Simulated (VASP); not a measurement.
A run of VASP 6.6.1:

File INCAR:

```
PREC     = Accurate       # precision mode
ENCUT    = 600            # plane-wave cutoff, eV
EDIFF    = 1E-6           # SCF threshold, eV
ISMEAR   = 0              # smearing method
SIGMA    = 0.1            # smearing width, eV
LREAL    = False          # projectors in reciprocal space
LASPH    = True           # aspherical terms in the spheres
NELM     = 100            # most SCF steps
ALGO     = Normal         # electronic algorithm
ISIF     = 3              # what is computed and relaxed
LWAVE    = False          # write WAVECAR
LCHARG   = False          # write CHGCAR
GGA      = PE             # functional
IVDW     = 12             # dispersion correction
IBRION   = 2              # ionic algorithm
NSW      = 90             # ionic steps
EDIFFG   = -0.04          # ionic threshold
```

Contents of KPOINTS:

```
regular mesh
0
Gamma
  6 6 4
```

The input POSCAR:

```
CaSe
1.0
    2.1491672000     -3.7800000000      0.0000000000
    2.1491672000      3.7800000000      0.0000000000
    0.0000000000      0.0000000000      4.2983344000
Ca Se
1 1
Direct
    0.0000000000      0.0000000000      0.0000000000
    0.5000000000      0.5000000000      0.5000000000
```

Potentials or basis: VASP PAW PBE potentials, release 64 (Ca_sv, Se).

The run is started by

```console
$ cat potpaw_PBE.64/Ca_sv/POTCAR potpaw_PBE.64/Se/POTCAR > POTCAR
$ mpirun -np 1 vasp_std > vasp.out
```

Hardware: 1 thread of Intel(R) Xeon(R) Platinum 8375C CPU @ 2.90GHz (Ice Lake), on a shared host.

Task: Estimate the wall time of this run.

Result: Run time: 6.1 min on 1 thread of Intel(R) Xeon(R) Platinum 8375C CPU @ 2.90GHz (Ice Lake), with other jobs on the host, peak memory 0.26 GiB. Counts: scf iterations 119, k points 39, ion steps 14.
